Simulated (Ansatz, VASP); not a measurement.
# MoS2: VASP beside Ansatz

File INCAR:

```
SYSTEM = MoS2
PREC = Accurate
ENCUT = 520
EDIFF = 1E-7
ISMEAR = 1
SIGMA = 0.15
LREAL = .FALSE.
LASPH = .TRUE.
NELM = 80
ALGO = Normal
ISIF = 2
LWAVE = .FALSE.
LCHARG = .TRUE.
GGA = PE
IVDW = 13
LELF = .TRUE.
LVHAR = .TRUE.
NBANDS = 35
```

KPOINTS

```
regular mesh
0
G
  8 8 2
  0 0 0
```

POSCAR

```
MoS2
1.0
    3.0368019054      0.0000000000      0.0000000000
   -1.5184009527      2.6299480711      0.0000000000
    0.0000000000      0.0000000000     11.8098916637
Mo S
2 4
Direct
    0.3333333333      0.6666666667      0.2500000000
    0.6666666667      0.3333333333      0.7500000000
    0.3333333333      0.6666666667      0.6230000000
    0.6666666667      0.3333333333      0.1230000000
    0.3333333333      0.6666666667      0.8770000000
    0.6666666667      0.3333333333      0.3770000000
```

Input for Ansatz:

```yaml
crystal:
  lattice:
    - [3.0368019054063926, 0.0, 0.0]
    - [-1.5184009527031963, 2.6299480710836205, 0.0]
    - [0.0, 0.0, 11.80989166368835]
  atoms:
    - { symbol: Mo, position: [0.3333333333333333, 0.6666666666666666, 0.25] }
    - { symbol: Mo, position: [0.6666666666666666, 0.3333333333333333, 0.75] }
    - { symbol: S, position: [0.3333333333333333, 0.6666666666666666, 0.623] }
    - { symbol: S, position: [0.6666666666666666, 0.3333333333333333, 0.123] }
    - { symbol: S, position: [0.3333333333333333, 0.6666666666666666, 0.877] }
    - { symbol: S, position: [0.6666666666666666, 0.3333333333333333, 0.377] }
basis:
  ecutwfc: 500.0
kpoints:
  mp_grid:
    grid: [8, 8, 2]
hamiltonian:
  xc: pbe
  dispersion: d4
  pseudopotentials:
    kind: paw
scf:
  occupations:
    method: methfessel_paxton
    width: 0.15
output:
  stress: true
```

Alike in both runs: task single point; functional PBE; dispersion D4; k mesh 8 × 8 × 2; occupations methfessel-paxton of order 1, width 0.15 eV; no spin polarisation.

```csv
,VASP,Ansatz
version,VASP 6.6.1,Ansatz 0.2.0
potentials or method,"VASP PAW PBE potentials, release 64 (Mo_sv, S), cutoff 520 eV","plane waves, PAW"
valence electrons in the cell,52,52
```

VASP gave:

| Property | Result |
| --- | --- |
| pressure (GPa) | 22.9 |
| traceless stress, the component that is largest in VASP (GPa) | 1.83 |

Problem. What did Ansatz give for the same quantities?

Solution. Pressure (GPa): 23.1; traceless stress, the component that is largest in VASP (GPa): 1.91.
